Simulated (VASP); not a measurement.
# TaH5 (P4/mmm) in VASP: a series of runs, part 2 of 2

VASP 6.6.1.

### Step 4. Relaxation of cell and atoms, PBE

Input file INCAR:

```
PREC     = Accurate       # precision mode
ENCUT    = 600            # plane-wave cutoff, eV
EDIFF    = 1E-7           # SCF threshold, eV
ISMEAR   = 0              # smearing method
SIGMA    = 0.1            # smearing width, eV
LREAL    = F              # projectors in reciprocal space
LASPH    = T              # aspherical terms in the spheres
NELM     = 60             # most SCF steps
ALGO     = Normal         # electronic algorithm
ISIF     = 3              # what is computed and relaxed
LWAVE    = F              # write WAVECAR
LCHARG   = F              # write CHGCAR
GGA      = PE             # functional
IBRION   = 2              # ionic algorithm
NSW      = 90             # ionic steps
EDIFFG   = -0.04          # ionic threshold
```

Input file KPOINTS:

```
Automatic mesh
0
Gamma
  4 4 6
```

Input file POSCAR:

```
TaH5
1.0
    4.0610125200      0.0000000000      0.0000000000
    0.0000000000      4.0610125200      0.0000000000
    0.0000000000      0.0000000000      3.2491986600
Ta H
1 5
Direct
    0.5000000000      0.5000000000      0.0000000000
    0.1396780500      0.5000000000      0.0000000000
    0.8603219500      0.5000000000      0.0000000000
    0.5000000000      0.1396780500      0.0000000000
    0.5000000000      0.8603219500      0.0000000000
    0.0000000000      0.0000000000      0.5000000000
```

Command:

```
cat potpaw_PBE.64/Ta_pv/POTCAR potpaw_PBE.64/H/POTCAR > POTCAR
mpirun -np 1 vasp_std > vasp.out
```

Wall time 5.1 min (1 thread of Intel Xeon 8259CL, shared host); peak memory 0.19 GiB.

Results (log left out):

- Free energy: -22.4796 eV
- Relaxed volume: 9.92 Å³/atom
- Relaxed cell: a = 4.891 Å, b = 4.891 Å, c = 2.487 Å, α = 90.00°, β = 90.00°, γ = 90.00°
- Space group after relaxing (to 0.1 Å): P4/mmm (No. 123)
- Pressure after relaxing: -0.1 GPa
- Band gap on the k mesh: zero (bands 8 and 9 overlap by 2.29 eV)

Stress tensor (GPa, compression positive):
```
-0.01  0.00  0.00
 0.00 -0.01  0.00
 0.00  0.00 -0.41
```

Final structure:
```cif
data_structure
_symmetry_space_group_name_H-M 'P 1'
_symmetry_Int_Tables_number 1
_cell_length_a 4.8914
_cell_length_b 4.8914
_cell_length_c 2.4866
_cell_angle_alpha 90.000
_cell_angle_beta 90.000
_cell_angle_gamma 90.000
_cell_volume 59.50
loop_
_atom_site_label
_atom_site_type_symbol
_atom_site_fract_x
_atom_site_fract_y
_atom_site_fract_z
_atom_site_occupancy
Ta1 Ta 0.50000 0.50000 0.00000 1
H1 H 0.08905 0.50000 0.00000 1
H2 H 0.91095 0.50000 0.00000 1
H3 H 0.50000 0.08905 0.00000 1
H4 H 0.50000 0.91095 0.00000 1
H5 H 0.00000 0.00000 0.50000 1
```

Levels at points of the mesh, in eV from the Fermi level:
```tsv
k point	band 6	band 7	band 8	band 9	band 10	band 11
(0.00, 0.00, 0.00)	-2.93	-1.16	0.53	1.19	1.19	5.92
(0.50, 0.00, 0.00)	-3.36	-1.71	-1.69	0.03	1.64	5.87
(0.50, 0.50, 0.00)	-4.02	-2.86	-1.85	-1.43	1.22	5.88
(0.00, 0.00, 0.50)	-1.48	-1.48	0.17	2.39	4.48	5.23
(0.50, 0.00, 0.50)	-1.96	-1.46	0.16	1.06	2.20	3.71
(0.50, 0.50, 0.50)	-1.80	-1.80	0.01	0.29	0.78	1.86
```

Caveat: the k points lie up to 0.42 Å⁻¹ apart in the final cell, too coarse for converged energies and pressures of a metal; a cell axis changed by over 15 % at a fixed basis, so the end point is rough; spin-orbit coupling is left out, which moves the levels of the heavy elements.

### Step 5. Single point, PBE

This run uses another cell than the first one, of 9.82 Å³/atom.

Input file INCAR:

```
SYSTEM = TaH5
ALGO     = Normal         ! electronic algorithm
EDIFF    = 1E-7           ! SCF threshold, eV
ENCUT    = 520            ! plane-wave cutoff, eV
GGA      = PE             ! functional
ISIF     = 2              ! what is computed and relaxed
ISMEAR   = 0              ! smearing method
LASPH    = .TRUE.         ! aspherical terms in the spheres
LCHARG   = .FALSE.        ! write CHGCAR
LREAL    = .FALSE.        ! projectors in reciprocal space
LWAVE    = .FALSE.        ! write WAVECAR
NBANDS   = 17             ! bands
NELM     = 80             ! most SCF steps
PREC     = Accurate       ! precision mode
SIGMA    = 0.1            ! smearing width, eV
```

Input file KPOINTS:

```
k-points
0
G
  8 8 16
  0 0 0
```

Input file POSCAR:

```
TaH5
1.0
    4.8665976375      0.0000000000      0.0000000000
    0.0000000000      4.8665976375      0.0000000000
    0.0000000000      0.0000000000      2.4868678047
Ta H
1 5
Direct
    0.5000000000      0.5000000000      0.0000000000
    0.0896803882      0.5000000000      0.0000000000
    0.9103196118      0.5000000000      0.0000000000
    0.5000000000      0.0896803882      0.0000000000
    0.5000000000      0.9103196118      0.0000000000
    0.0000000000      0.0000000000      0.5000000000
```

Command:

```
cat potpaw_PBE.64/Ta_pv/POTCAR potpaw_PBE.64/H/POTCAR > POTCAR
mpirun -np 1 vasp_std > vasp.out
```

It took 2.6 min on 1 thread of Intel Xeon 8259CL, shared host; peak memory 0.25 GiB.

Results (log left out):

```yaml
Free_energy: -22.4348 eV
Pressure: -0.1 GPa
Band_gap_on_the_k_mesh: zero (bands 8 and 9 overlap by 2.38 eV)
```

Forces on the atoms (eV/Å):
```
Ta   0.000  0.000  0.000
H    0.002  0.000  0.000
H   -0.002  0.000  0.000
H    0.000  0.002  0.000
H    0.000 -0.002  0.000
H    0.000  0.000  0.000
```

Stress tensor (GPa, compression positive):
```
-0.15  0.00  0.00
 0.00 -0.15  0.00
 0.00  0.00  0.01
```

Levels at points of the mesh, in eV from the Fermi level:
```csv
k point,band 6,band 7,band 8,band 9,band 10,band 11
"(0.00, 0.00, 0.00)",-3.43,-1.22,0.27,0.99,0.99,3.58
"(0.50, 0.00, 0.00)",-3.78,-2.04,-1.77,-0.22,1.44,3.98
"(0.50, 0.50, 0.00)",-4.39,-3.01,-2.24,-1.70,1.02,5.49
"(0.00, 0.00, 0.50)",-1.85,-1.85,0.03,2.13,4.29,4.67
"(0.50, 0.00, 0.50)",-2.31,-1.83,-0.13,0.96,1.93,3.45
"(0.50, 0.50, 0.50)",-2.16,-2.16,-0.27,0.00,0.69,1.59
```

Caveat: spin-orbit coupling is left out, which moves the levels of the heavy elements.

### Step 6. Relaxation of cell and atoms, PBE

This run uses another cell than the first one, of 9.91 Å³/atom.

Input file INCAR:

```
SYSTEM = TaH5
  PREC = Accurate
  ENCUT = 600
  EDIFF = 1E-6
  ISMEAR = 0
  SIGMA = 0.1
  LREAL = .False.
  LASPH = .True.
  NELM = 80
  ALGO = Normal
  ISIF = 3
  LWAVE = .False.
  LCHARG = .False.
  GGA = PE
  IBRION = 2
  NSW = 100
  EDIFFG = -0.01
```

Input file KPOINTS:

```
regular mesh
0
Gamma
  8 8 16
  0 0 0
```

Input file POSCAR:

```
TaH5
1.0
    4.8951329674      0.0000000000      0.0000000000
    0.0000000000      4.8951329674      0.0000000000
    0.0000000000      0.0000000000      2.4816061598
Ta H
1 5
Direct
    0.5000000000      0.5000000000      0.0000000000
    0.0888461756      0.5000000000      0.0000000000
    0.9111538244      0.5000000000      0.0000000000
    0.5000000000      0.0888461756      0.0000000000
    0.5000000000      0.9111538244      0.0000000000
    0.0000000000      0.0000000000      0.5000000000
```

Potentials or basis: VASP PAW PBE potentials, release 64 (Ta_pv, H).

Command:

```
cat potpaw_PBE.64/Ta_pv/POTCAR potpaw_PBE.64/H/POTCAR > POTCAR
mpirun -np 1 vasp_std > vasp.out
```

It took 5.2 min on 1 thread of Intel Xeon 8259CL, shared host; peak memory 0.28 GiB.

The run converged. Its results:

```
Free energy                           : -22.4368 eV
Relaxed volume                        : 9.81 Å³/atom
Relaxed cell                          : a = 4.865 Å, b = 4.865 Å, c = 2.488 Å, α = 90.00°, β = 90.00°, γ = 90.00°
Space group after relaxing (to 0.1 Å) : P4/mmm (No. 123)
Energy gained by relaxing             : 0.3 meV/atom
Ionic steps                           : 5
Pressure after relaxing               : 0.0 GPa
Largest force after relaxing          : 0.004 eV/Å
Band gap on the k mesh                : zero (bands 8 and 9 overlap by 2.38 eV)
```

Forces on the atoms (eV/Å):
```
Ta   0.000  0.000  0.000
H    0.004  0.000  0.000
H   -0.004  0.000  0.000
H    0.000  0.004  0.000
H    0.000 -0.004  0.000
H    0.000  0.000  0.000
```

Stress tensor (GPa, compression positive):
```
0.00 0.00 0.00
0.00 0.00 0.00
0.00 0.00 0.07
```

The path:
```tsv
step	energy change (eV)	largest force (eV/Å)	pressure (GPa)	volume (Å³)
1	0.0000	0.0371	-0.37	59.47
2	-0.0011	0.0149	-0.26	59.27
3	-0.0019	0.0271	-0.02	58.92
4	-0.0020	0.0165	0.04	58.87
5	-0.0020	0.0036	0.02	58.88
```

Final structure:
```
Ta H
1.0
     4.86506    0.00000    0.00000
     0.00000    4.86506    0.00000
     0.00000    0.00000    2.48772
Ta H
1 5
Direct
  0.50000 0.50000 0.00000
  0.08966 0.50000 0.00000
  0.91034 0.50000 0.00000
  0.50000 0.08966 0.00000
  0.50000 0.91034 0.00000
  0.00000 0.00000 0.50000
```

Levels at points of the mesh, in eV from the Fermi level:
| k point | band 5 | band 6 | band 7 | band 8 | band 9 | band 10 | band 11 | band 12 |
| --- | --- | --- | --- | --- | --- | --- | --- | --- |
| (0.00, 0.00, 0.00) | -8.03 | -3.42 | -1.22 | 0.27 | 1.00 | 1.00 | 3.59 | 4.52 |
| (0.50, 0.00, 0.00) | -7.77 | -3.78 | -2.04 | -1.77 | -0.22 | 1.45 | 3.99 | 5.48 |
| (0.50, 0.50, 0.00) | -7.62 | -4.39 | -3.01 | -2.24 | -1.70 | 1.03 | 5.49 | 5.49 |
| (0.00, 0.00, 0.50) | -6.25 | -1.85 | -1.85 | 0.03 | 2.13 | 4.29 | 4.67 | 5.04 |
| (0.50, 0.00, 0.50) | -5.63 | -2.31 | -1.82 | -0.13 | 0.96 | 1.93 | 3.45 | 5.25 |
| (0.50, 0.50, 0.50) | -5.60 | -2.16 | -2.16 | -0.27 | 0.00 | 0.69 | 1.59 | 5.18 |

Caveat: spin-orbit coupling is left out, which moves the levels of the heavy elements.

### Step 7. The runs side by side

```csv
task,cell,k mesh,cutoff (eV),gap on the mesh (eV),pressure (GPa),relaxed volume (Å³/atom),largest force (eV/Å)
single point,"a = 4.061, b = 4.061, c = 3.249 Å, 6 atoms, atomic positions A",4 × 4 × 6,520,none,33.4,-,8.25
single point,"a = 4.895, b = 4.895, c = 2.482 Å, 6 atoms, atomic positions B",4 × 4 × 6,520,none,0.1,-,0.01
relaxation of cell and atoms,"relaxed from a = 4.061, b = 4.061, c = 3.249 Å, 6 atoms, atomic positions A",4 × 4 × 6,600,none,-0.1,9.92,-
single point,"a = 4.867, b = 4.867, c = 2.487 Å, 6 atoms, atomic positions C",8 × 8 × 16,520,none,-0.1,-,-
relaxation of cell and atoms,"relaxed from a = 4.895, b = 4.895, c = 2.482 Å, 6 atoms, atomic positions B",8 × 8 × 16,600,none,0.0,9.81,-
```

Alike in all rows: level PBE; potentials or basis VASP PAW PBE potentials, release 64 (Ta_pv, H); no spin polarisation; smearing gaussian 0.1 eV.

Caveats: some runs use coarse meshes; spin-orbit coupling is left out, which moves the levels of the heavy elements; forces of over 1 eV/Å act on the atoms, so gaps and moduli don't describe the material at rest (at least some runs); a cell axis changed by over 15 % at a fixed basis, so the end point is rough (at least some runs).

Absolute energies hang on the potentials; compare differences alone.
